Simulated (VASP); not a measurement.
Wanted: the native input for a VASP 6.6.1 run.

* Task: electric field gradients
* Functional: PBE
* Potentials or basis: VASP PAW PBE potentials, release 64 (Ba_sv, Ti_sv, O_h)
* Cutoff: 1000 eV
* k mesh: 8 × 8 × 8
* Occupations: fermi-dirac, width 0.05 eV
* Spin: no spin polarisation
* Dipole correction: no
* Further INCAR settings: ALGO = Normal; EDIFF = 1e-08; NBANDS = 28

The structure of BaTiO3 lies in POSCAR:

```
BaTiO3
1.0
    3.9672270000      0.0000000000      0.0000000000
    0.0000000000      3.9672270000      0.0000000000
    0.0000000000      0.0000000000      4.0073000000
Ba Ti O
1 1 3
Direct
    0.5000000000      0.5000000000      0.5000000000
    0.0000000000      0.0000000000      0.0000000000
    0.5000000000      0.0000000000      0.0000000000
    0.0000000000      0.5000000000      0.0000000000
    0.0000000000      0.0000000000      0.5000000000
```

This cell differs from its parent crystal: equal xx and yy strain of -1 %.

These files were run (other wordings do the same):

INCAR

```
SYSTEM = BaTiO3
PREC = Accurate ; ENCUT = 1000
EDIFF = 1E-8 ; ISMEAR = -1
SIGMA = 0.05 ; LREAL = .FALSE.
LASPH = .TRUE. ; NELM = 120
ALGO = Normal ; ISIF = 2
LWAVE = .FALSE. ; LCHARG = .FALSE.
GGA = PE ; LEFG = .TRUE.
NBANDS = 28 ; GGA_COMPAT = .FALSE.
```

KPOINTS

```
regular mesh
0
G
  8 8 8
  0 0 0
```

Potentials or basis: VASP PAW PBE potentials, release 64 (Ba_sv, Ti_sv, O_h).

Launch:

```sh
$ cat potpaw_PBE.64/Ba_sv/POTCAR potpaw_PBE.64/Ti_sv/POTCAR potpaw_PBE.64/O_h/POTCAR > POTCAR
$ mpirun -np 1 vasp_std > vasp.out
```

Results of the run:

| Property | Result |
| --- | --- |
| Pressure | 7.1 GPa |
| Band gap on the k mesh | 1.76 eV (least direct gap 1.90 eV) |
| Largest electric field gradient by atom | Ba +1.9; Ti +8.9; O +21.9, +26.6 (each value once) V/Å² |

Caveat: the cell differs from its parent crystal (equal xx and yy strain of -1 %); the cell stands under pressure; without QUAD_EFG the Cq values of the log hold for a quadrupole moment of 1 mb, not for the nuclei; spin-orbit coupling is left out, which moves the levels of the heavy elements.

Run time: 3.9 min on 1 thread of Intel(R) Xeon(R) 6975P-C (Granite Rapids) (shared host), peak memory 0.51 GiB.
